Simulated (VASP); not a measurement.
# Sb (R-3m) in VASP: further runs

Sb is run at these levels: PBEsol; tasks: single point.

Everything below comes from runs of VASP 6.6.1. Logs are shortened: lines on timing, memory, paths and dates and some standing lists are left out, and cuts for length are marked.

## (1) The cell of the first run

It takes space group R-3m (No. 166, trigonal). The conventional cell has a = 4.372 Å, b = 4.372 Å, c = 11.416 Å, α = 90.00°, β = 90.00°, γ = 120.00°. Within 3.9 Å of Sb (site symmetry 3m) lie 6 Sb at 2.95 to 3.40 Å.

## (2) Single point, PBEsol (volume scaled by 1.05)

The input, INCAR:

```
SYSTEM = Sb
  ALGO = Normal
  EDIFF = 1E-6
  ENCUT = 520
  GGA = PS
  ISIF = 2
  ISMEAR = -1
  LASPH = .TRUE.
  LCHARG = .TRUE.
  LELF = .TRUE.
  LREAL = .FALSE.
  LVHAR = .TRUE.
  LWAVE = .FALSE.
  NBANDS = 12
  NELM = 100
  PREC = Accurate
  SIGMA = 0.05
```

The input, KPOINTS:

```
k-points
0
G
  9 9 9
  0 0 0
```

The input, POSCAR:

```
Sb
1.0
    2.1858623424      1.2620082118      3.8053879599
   -2.1858623424      1.2620082118      3.8053879599
    0.0000000000     -2.5240164235      3.8053879599
Sb
2
Direct
    0.2336400000      0.2336400000      0.2336400000
    0.7663600000      0.7663600000      0.7663600000
```

Potentials or basis: VASP PAW PBE potentials, release 64 (Sb).

On the command line:

```
$ cat potpaw_PBE.64/Sb/POTCAR > POTCAR
$ mpirun -np 1 vasp_std > vasp.out
```

OUTCAR:

```text
SYSTEM = Sb
   EDIFF = 1E-6
   ENCUT = 520
   GGA = PS
   ISIF = 2
   ISMEAR = -1
   LASPH = .TRUE.
   LREAL = .FALSE.
   NELM = 100
   PREC = Accurate

 ion  position               nearest neighbor table
   1  0.234  0.234  0.234-   2 2.95   2 2.95   2 2.95   2 3.40   2 3.40   2 3.40
   2  0.766  0.766  0.766-   1 2.95   1 2.95   1 2.95   1 3.40   1 3.40   1 3.40

  LATTYP: Found a trigonal (rhomboedric) cell.
 ALAT       =     4.5663592097
 COS(alpha) =     0.5417151843

  Lattice vectors:

 A1 = (   2.1858623424,   1.2620082118,   3.8053879599)
 A2 = (  -2.1858623424,   1.2620082118,   3.8053879599)
 A3 = (   0.0000000000,  -2.5240164235,   3.8053879599)

Analysis of symmetry for initial positions (statically):
=====================================================================
 Subroutine PRICEL returns:
 Original cell was already a primitive cell.

 Routine SETGRP: Setting up the symmetry group for a
 trigonal (rhombohedral) supercell.

 Subroutine GETGRP returns: Found 12 space group operations
 (whereof 12 operations were pure point group operations)
 out of a pool of 12 trial point group operations.

The static configuration has the point symmetry D_3d.

Analysis of symmetry for dynamics (positions and initial velocities):
=====================================================================
 Subroutine PRICEL returns:
 Original cell was already a primitive cell.

 Routine SETGRP: Setting up the symmetry group for a
 trigonal (rhombohedral) supercell.

 Subroutine GETGRP returns: Found 12 space group operations
 (whereof 12 operations were pure point group operations)
 out of a pool of 12 trial point group operations.

The dynamic configuration has the point symmetry D_3d.

 Subroutine INISYM returns: Found 12 space group operations
 (whereof 12 operations are pure point group operations),
 and found     1 'primitive' translations

----------------------------------------------------------------------------------------

                                     Primitive cell

  volume of cell :      62.9847

  direct lattice vectors                    reciprocal lattice vectors
     2.185862342  1.262008212  3.805387960     0.228742675  0.132064645  0.087595099
    -2.185862342  1.262008212  3.805387960    -0.228742675  0.132064645  0.087595099
     0.000000000 -2.524016423  3.805387960     0.000000000 -0.264129290  0.087595099

  length of vectors
     4.566359210  4.566359210  4.566359210     0.278275373  0.278275373  0.278275373

  position of ions in fractional coordinates (direct lattice)
     0.233640000  0.233640000  0.233640000
     0.766360000  0.766360000  0.766360000

  ion indices of the primitive-cell ions
   primitive index   ion index
                 1           1
                 2           2

----------------------------------------------------------------------------------------

 KPOINTS: k-points

Automatic generation of k-mesh.
 Grid dimensions read from file:
 generate k-points for:    9    9    9

 Generating k-lattice:

  Cartesian coordinates                     Fractional coordinates (reciprocal lattice)
     0.025415853  0.014673849  0.009732789     0.111111111  0.000000000  0.000000000
    -0.025415853  0.014673849  0.009732789     0.000000000  0.111111111  0.000000000
     0.000000000 -0.029347699  0.009732789     0.000000000  0.000000000  0.111111111

  Length of vectors
     0.030919486  0.030919486  0.030919486

  Shift w.r.t. Gamma in fractional coordinates (k-lattice)
     0.000000000  0.000000000  0.000000000

 Subroutine IBZKPT returns following result:
 ===========================================

 Found     85 irreducible k-points:

 Following reciprocal coordinates:
            Coordinates               Weight
  0.000000  0.000000  0.000000      1.000000
  0.111111  0.000000  0.000000      6.000000
  0.222222  0.000000 -0.000000      6.000000
  0.333333 -0.000000 -0.000000      6.000000
  0.444444  0.000000 -0.000000      6.000000
  0.111111  0.111111  0.000000      6.000000
[... 16 lines left out ...]
 -0.333333  0.333333  0.000000      6.000000
  0.444444  0.444444 -0.000000      6.000000
 [... further k-points ...]
   k-points           NKPTS =     85   k-points in BZ     NKDIM =     85   number of bands    NBANDS=     12
   number of dos      NEDOS =    301   number of ions     NIONS =      2
   total plane-waves  NPLWV =  46656
   dimension x,y,z NGX =    36 NGY =   36 NGZ =   36
   dimension x,y,z NGXF=    72 NGYF=   72 NGZF=   72
   ions per type =               2
   NGX,Y,Z   is equivalent  to a cutoff of  13.11, 13.11, 13.11 a.u.
   NGXF,Y,Z  is equivalent  to a cutoff of  26.21, 26.21, 26.21 a.u.
 SYSTEM =  Sb
   PREC   = accura    normal or accurate (medium, high low for compatibility)
   ISTART =      0    job   : 0-new  1-cont  2-samecut
   ICHARG =      2    charge: 1-file 2-atom 10-const
   ISPIN  =      1    spin polarized calculation?
   LNONCOLLINEAR =      F non collinear calculations
   LSORBIT =      F    spin-orbit coupling
   LASPH  =      T    aspherical Exc in radial PAW
   ENCUT  =  520.0 eV  38.22 Ry    6.18 a.u.   8.49  8.49  8.49*2*pi/ulx,y,z
   NELM   =    100;   NELMIN=  2; NELMDL= -5     # of ELM steps
   EDIFF  = 0.1E-05   stopping-criterion for ELM
   LREAL  =      F    real-space projection
   EDIFFG = 0.1E-04   stopping-criterion for IOM
   NSW    =      0    number of steps for IOM
   IBRION =     -1    ionic relax: 0-MD 1-quasi-New 2-CG
   NFREE  =      0    steps in history (QN), initial steepest desc. (CG)
   ISIF   =      2    stress and relaxation
   ISYM   =      2    0-nonsym 1-usesym 2-fastsym
   POTIM  = 0.5000    time-step for ionic-motion
   TEBEG  =    0.0;   TEEND  =   0.0 temperature during run
   PSTRESS=    0.0 pullay stress
   NELECT =      10.0000    total number of electrons
   NUPDOWN=      -1.0000    fix difference up-down
   EMIN   =  10.00;   EMAX   =-10.00  energy-range for DOS
   EFERMI =   0.00;   METHOD = LEGACY
   ISMEAR =    -1;   SIGMA  =   0.05  broadening in eV -4-tet -1-fermi 0-gaus
   EFERMI_NEDOS =   21; number of points for ismear=-14 and -15
   IALGO  =     38    algorithm
   IMIX   =      4    mixing-type and parameters
     AMIX     =   0.40;   BMIX     =  1.00
     AMIX_MAG =   1.60;   BMIX_MAG =  1.00
  volume/ion in A,a.u.               =      31.49       212.52
  Fermi-wavevector in a.u.,A,eV,Ry     =   0.886468  1.675182 10.691807  0.785826
  Thomas-Fermi vector in A             =   2.007638
   LORBIT       =      0    0 simple, 1 ext, 2 COOP (PROOUT), +10 PAW based schemes
   GGA     = PS    functional components
   LHFCALC =     F    Hartree Fock is set to
   AEXX    =    0.0000 exact exchange contribution
   IVDW    =     0    specifies the selected vdW correction
   LEPSILON=     F    determine dielectric tensor
   LRPA    =     F    only Hartree local field effects (RPA)
 non-spin polarized calculation
  energy-cutoff  :      520.00
  volume of cell :       62.98
 maximum number of plane-waves:      1721
 NGX is ok and might be reduce to    36
   NGX = 17   NGY = 17   NGZ = 17

 number of electron      10.0000000 magnetization

 Free energy of the ion-electron system (eV)
  ---------------------------------------------------
  ext. energy  EPLUGINS =         0.00000000
  ---------------------------------------------------
  free energy    TOTEN  =        -9.10229405 eV

  energy without entropy =       -9.10104048  energy(sigma->0) =       -9.10166726

 E-fermi :   6.5587     XC(G=0):  -9.4896

 val. band max:        6.4623853152   @ k =   0.3333   0.2222   0.2222
 cond. band min:       6.6176962703   @ k =   0.4444   0.0000  -0.0000
 fundamental gap:      0.1553109550
 Fermi energy:         6.5587368141

 k-point     1 :       0.0000    0.0000    0.0000
  band No.  band energies     occupation
      1      -5.7920      2.00000
      2       1.5952      2.00000
      3       4.6766      2.00000
      4       4.9062      2.00000
      5       4.9062      2.00000
      6       8.6623      0.00000
      7       9.2448      0.00000
      8       9.2448      0.00000
      9      11.7059      0.00000
     10      11.7059      0.00000
     11      11.8314      0.00000
     12      13.1923      0.00000

 k-point     2 :       0.1111    0.0000    0.0000
  band No.  band energies     occupation
      1      -5.6616      2.00000
      2       1.0832      2.00000
      3       4.7117      2.00000
      4       4.8768      2.00000
      5       5.0793      2.00000
      6       8.5735      0.00000
      7       8.8851      0.00000
      8       8.9385      0.00000
      9      11.2353      0.00000
     10      11.6331      0.00000
     11      11.7693      0.00000
     12      14.0608      0.00000

 k-point     3 :       0.2222    0.0000   -0.0000
  band No.  band energies     occupation
      1      -5.2736      2.00000
      2      -0.0493      2.00000
      3       4.7216      2.00000
      4       4.8197      2.00000
      5       5.4380      2.00000
      6       8.0053      0.00000
      7       8.1651      0.00000
      8       8.2464      0.00000
      9      11.3392      0.00000
     10      11.9221      0.00000
     11      12.3771      0.00000
     12      15.7952      0.00000
[... 286 lines left out ...]
 k-point    23 :      -0.3333    0.3333    0.0000
  band No.  band energies     occupation
      1      -2.8996      2.00000
      2      -2.7462      2.00000
      3       1.7922      2.00000
      4       3.9492      2.00000
      5       4.1414      2.00000
      6       8.7187      0.00000
      7       8.9984      0.00000
      8      11.7277      0.00000
      9      11.7974      0.00000
     10      13.0346      0.00000
     11      14.3722      0.00000
     12      16.4653      0.00000

 k-point    24 :       0.4444    0.4444   -0.0000
  band No.  band energies     occupation
      1      -3.6999      2.00000
      2      -1.2403      2.00000
      3       1.5630      2.00000
      4       3.1127      2.00000
      5       3.1702      2.00000
      6       8.2547      0.00000
      7      11.2594      0.00000
      8      11.8328      0.00000
      9      12.7476      0.00000
     10      15.1131      0.00000
     11      16.0418      0.00000
     12      17.2780      0.00000

 [... further k-points ...]
[... 5 lines left out ...]
  --------------------------------------------------------------------------------------
  -------------------------------------------------------------------------------------
  Total       -0.8033124     -0.8033124     -0.8190973      0.0000000     -0.0000000      0.0000000
  in kB      -20.4343046    -20.4343046    -20.8358342      0.0000000     -0.0000000      0.0000000
  external PRESSURE =     -20.5681478 kB  Pullay stress =       0.0000000 kB

 VOLUME and BASIS-vectors are now :
 -----------------------------------------------------------------------------
  energy-cutoff  :      520.00
  volume of cell :       62.98
      direct lattice vectors                 reciprocal lattice vectors
     2.185862342  1.262008212  3.805387960     0.228742675  0.132064645  0.087595099
    -2.185862342  1.262008212  3.805387960    -0.228742675  0.132064645  0.087595099
     0.000000000 -2.524016423  3.805387960     0.000000000 -0.264129290  0.087595099

 POSITION                                       TOTAL-FORCE (eV/Angst)
 -----------------------------------------------------------------------------------
      0.00000      0.00000      2.66727         0.000000     -0.000000     -0.046840
      0.00000      0.00000      8.74889         0.000000      0.000000      0.046840
 -----------------------------------------------------------------------------------
    total drift:                                0.000000     -0.000000      0.000000

  FREE ENERGIE OF THE ION-ELECTRON SYSTEM (eV)
  ---------------------------------------------------
  free  energy   TOTEN  =        -9.1022940450 eV

  energy  without entropy=       -9.1010404823  energy(sigma->0) =       -9.10166726
```

It took 62 s on 1 thread of AMD EPYC 7R43 (Zen 3), shared host; peak memory 0.19 GiB.

What came out:

* Free energy: -9.1023 eV
* Pressure: -2.1 GPa
* Largest force: 0.047 eV/Å
* Band gap on the k mesh: 0.16 eV, indirect (least direct gap 0.49 eV)

Forces on the atoms (eV/Å):
```
Sb   0.000  0.000 -0.047
Sb   0.000  0.000  0.047
```

Caveat: the PAW data sets were made with another functional, which shifts forces and pressure a little; spin-orbit coupling is left out, which moves the levels of the heavy elements.

## (3) Single point, PBEsol (volume scaled by 0.96)

The input, INCAR:

```
PREC     = Accurate       # precision mode
ENCUT    = 500            # plane-wave cutoff, eV
EDIFF    = 1E-6           # SCF threshold, eV
ISMEAR   = -1             # smearing method
SIGMA    = 0.05           # smearing width, eV
LREAL    = F              # projectors in reciprocal space
LASPH    = T              # aspherical terms in the spheres
NELM     = 120            # most SCF steps
ALGO     = Normal         # electronic algorithm
ISIF     = 2              # what is computed and relaxed
LWAVE    = F              # write WAVECAR
LCHARG   = T              # write CHGCAR
GGA      = PS             # functional
LELF     = T              # ELF
LVHAR    = T            
NBANDS   = 12             # bands
GGA_COMPAT= F
```

The input, KPOINTS:

```
regular mesh
0
Gamma
  9 9 9
```

The input, POSCAR:

```
Sb
1.0
    2.1215346023      1.2248685738      3.6933992025
   -2.1215346023      1.2248685738      3.6933992025
    0.0000000000     -2.4497371474      3.6933992025
Sb
2
Direct
    0.2336400000      0.2336400000      0.2336400000
    0.7663600000      0.7663600000      0.7663600000
```

Potentials or basis: VASP PAW PBE potentials, release 64 (Sb).

On the command line:

```
$ cat potpaw_PBE.64/Sb/POTCAR > POTCAR
$ mpirun -np 1 vasp_std > vasp.out
```

Wall time 12 s (1 thread of Intel Xeon 6975P-C (Granite Rapids), shared host); peak memory 0.19 GiB.

Results (log left out):

- Free energy: -9.0883 eV
- Pressure: 3.3 GPa
- Largest force: 0.439 eV/Å
- Band gap on the k mesh: zero (band 5 reaches 7.77 eV, above the bottom of band 6 at 7.74 eV)

Forces on the atoms (eV/Å):
```
Sb   0.000  0.000  0.439
Sb   0.000  0.000 -0.439
```

Stress tensor (GPa, compression positive):
```
3.67 0.00 0.00
0.00 3.67 0.00
0.00 0.00 2.62
```

Levels at points of the mesh, in eV from the Fermi level:
```
           k point  band 1  band 2  band 3  band 4  band 5  band 6  band 7  band 8  band 9  band 10
(0.00, 0.00, 0.00)  -13.15   -4.57   -2.20   -1.91   -1.91    2.06    2.75    2.75    4.99     4.99
```

Caveat: the PAW data sets were made with another functional, which shifts forces and pressure a little; spin-orbit coupling is left out, which moves the levels of the heavy elements.

## (4) Single point, PBEsol (zz strain of -3 %)

The input, INCAR:

```
ALGO = Normal
EDIFF = 1E-6
ENCUT = 500
GGA = PS
GGA_COMPAT = False
ISIF = 2
ISMEAR = -1
LASPH = True
LCHARG = False
LREAL = False
LWAVE = False
NBANDS = 12
NELM = 120
PREC = Accurate
SIGMA = 0.05
```

The input, KPOINTS:

```
k-points
0
Gamma
  9 9 9
```

The input, POSCAR:

```
Sb
1.0
    2.1506003320      1.2416496806      3.6316800000
   -2.1506003320      1.2416496806      3.6316800000
    0.0000000000     -2.4832993611      3.6316800000
Sb
2
Direct
    0.2336400000      0.2336400000      0.2336400000
    0.7663600000      0.7663600000      0.7663600000
```

On the command line:

```
$ cat potpaw_PBE.64/Sb/POTCAR > POTCAR
$ mpirun -np 1 vasp_std > vasp.out
```

Wall time 12 s (1 thread of Intel Xeon 6975P-C (Granite Rapids), shared host); peak memory 0.19 GiB.

Results (log left out):

```yaml
Free_energy: -9.1016 eV
Pressure: 2.3 GPa
Largest_force: 0.392 eV/Å
Band_gap_on_the_k_mesh: 0.03 eV, indirect (least direct gap 0.44 eV)
```

Forces on the atoms (eV/Å):
```
Sb   0.000  0.000  0.392
Sb   0.000  0.000 -0.392
```

Stress tensor (GPa, compression positive):
```
2.23 0.00 0.00
0.00 2.23 0.00
0.00 0.00 2.54
```

Levels at points of the mesh, in eV from the valence-band top:
```tsv
k point	band 2	band 3	band 4	band 5	band 6	band 7	band 8	band 9
(0.00, 0.00, 0.00)	-4.52	-1.94	-1.94	-1.87	2.16	2.82	2.82	4.95
```

Caveat: the cell differs from its parent crystal (zz strain of -3 %); the PAW data sets were made with another functional, which shifts forces and pressure a little; spin-orbit coupling is left out, which moves the levels of the heavy elements. A k mesh can miss the band edges.

## (5) Single point, PBEsol (zz strain of -2 %)

The input, INCAR:

```
PREC = Accurate ; ENCUT = 500
EDIFF = 1E-6 ; ISMEAR = -1
SIGMA = 0.05 ; LREAL = False
LASPH = True ; NELM = 120
ALGO = Normal ; ISIF = 2
LWAVE = False ; LCHARG = False
GGA = PS ; NBANDS = 12
GGA_COMPAT = False
```

The input, KPOINTS:

```
Automatic mesh
0
Gamma
  9 9 9
```

The input, POSCAR:

```
Sb
1.0
    2.1506003320      1.2416496806      3.6691200000
   -2.1506003320      1.2416496806      3.6691200000
    0.0000000000     -2.4832993611      3.6691200000
Sb
2
Direct
    0.2336400000      0.2336400000      0.2336400000
    0.7663600000      0.7663600000      0.7663600000
```

On the command line:

```
$ cat potpaw_PBE.64/Sb/POTCAR > POTCAR
$ mpirun -np 1 vasp_std > vasp.out
```

It took 12 s on 1 thread of Intel Xeon 6975P-C (Granite Rapids), shared host; peak memory 0.19 GiB.

It converged, with:

```
Free energy            : -9.1096 eV
Pressure               : 1.7 GPa
Largest force          : 0.329 eV/Å
Band gap on the k mesh : 0.04 eV, indirect (least direct gap 0.46 eV)
```

Forces on the atoms (eV/Å):
```
Sb   0.000  0.000  0.329
Sb   0.000  0.000 -0.329
```

Levels at points of the mesh, in eV from the valence-band top:
| k point | band 3 | band 4 | band 5 | band 6 | band 7 | band 8 |
| --- | --- | --- | --- | --- | --- | --- |
| (0.00, 0.00, 0.00) | -1.91 | -1.87 | -1.87 | 2.15 | 2.81 | 2.81 |

Caveat: the cell differs from its parent crystal (zz strain of -2 %); the PAW data sets were made with another functional, which shifts forces and pressure a little; spin-orbit coupling is left out, which moves the levels of the heavy elements.

## (6) Summary

| cell | cutoff (eV) | gap on the mesh (eV) | pressure (GPa) | largest force (eV/Å) |
| --- | --- | --- | --- | --- |
| a = 4.566 Å, angles 57.2°, 2 atoms | 520 | 0.16 | -2.1 | 0.05 |
| a = 4.432 Å, angles 57.2°, 2 atoms | 500 | none | 3.3 | 0.44 |
| a = 4.400 Å, angles 58.5°, 2 atoms | 500 | 0.03 | 2.3 | 0.39 |
| a = 4.430 Å, angles 58.1°, 2 atoms | 500 | 0.04 | 1.7 | 0.33 |

Alike in all rows: task single point; level PBEsol; potentials or basis VASP PAW PBE potentials, release 64 (Sb); no spin polarisation; k mesh 9 × 9 × 9; smearing fermi-dirac 0.05 eV.

Caveats: the PAW data sets were made with another functional, which shifts forces and pressure a little; spin-orbit coupling is left out, which moves the levels of the heavy elements.

Absolute energies hang on the potentials; compare differences alone.
